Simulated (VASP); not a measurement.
Ba, 1 atom in the cell. It takes space group Im-3m (No. 229, cubic). The conventional cell has a = 4.966 Å, b = 4.966 Å, c = 4.966 Å, α = 90.00°, β = 90.00°, γ = 90.00°. Within 5.6 Å of Ba (site symmetry m-3m) lie 14 Ba at 4.30 to 4.97 Å.  This cell differs from its parent crystal: volume scaled by 0.98.

| Item | Value |
| --- | --- |
| Program | VASP 6.6.1 |
| Task | single point |
| Functional | PBE |
| Potentials or basis | VASP PAW PBE potentials, release 64 (Ba_sv) |
| Cutoff | 520 eV |
| k mesh | 10 × 10 × 10 |
| Occupations | fermi-dirac, width 0.05 eV |
| Spin | no spin polarisation |
| Dipole correction | no |
| Further INCAR settings | ALGO = Normal; EDIFF = 1e-06; NBANDS = 11 |

Potentials or basis: VASP PAW PBE potentials, release 64 (Ba_sv).

Run with:

```bash
$ cat potpaw_PBE.64/Ba_sv/POTCAR > POTCAR
$ mpirun -np 1 vasp_std > vasp.out
```

Hardware: 1 thread of Intel Xeon 6975P-C, on a shared host.

Estimate the wall time of this run.

Wall time 18 s on 1 thread of Intel Xeon 6975P-C, with other jobs on the host, peak memory 0.19 GiB. Counts: scf iterations 11, k points 47.
